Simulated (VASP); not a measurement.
Ti, 1 atom in the cell. It takes space group Fm-3m (No. 225, cubic). Conventional cell: a = 3.385 Å, b = 3.385 Å, c = 3.385 Å, α = 90.00°, β = 90.00°, γ = 90.00°. Within 3.2 Å of Ti (site symmetry m-3m) lie 12 Ti at 2.39 Å.  This cell differs from its parent crystal: volume scaled by 0.58.

- Program: VASP 6.6.1
- Task: single point
- Functional: PBEsol
- Potentials or basis: VASP PAW PBE potentials, release 64 (Ti_sv)
- Cutoff: 520 eV
- k mesh: 16 × 16 × 16
- Occupations: fermi-dirac, width 0.1 eV
- Spin: no spin polarisation
- Dipole correction: no
- Further INCAR settings: ALGO = Normal; EDIFF = 1e-06; NBANDS = 12

Potentials or basis: VASP PAW PBE potentials, release 64 (Ti_sv).

Command:

```bash
$ cat potpaw_PBE.64/Ti_sv/POTCAR > POTCAR
$ mpirun -np 1 vasp_std > vasp.out
```

Hardware: 1 thread of Intel Xeon 8259CL, on a shared host.

Task: How long does it take, and how much memory?

Result: Wall time 18 s on 1 thread of Intel Xeon 8259CL (shared host), peak memory 0.13 GiB. Counts: scf iterations 12, k points 145.
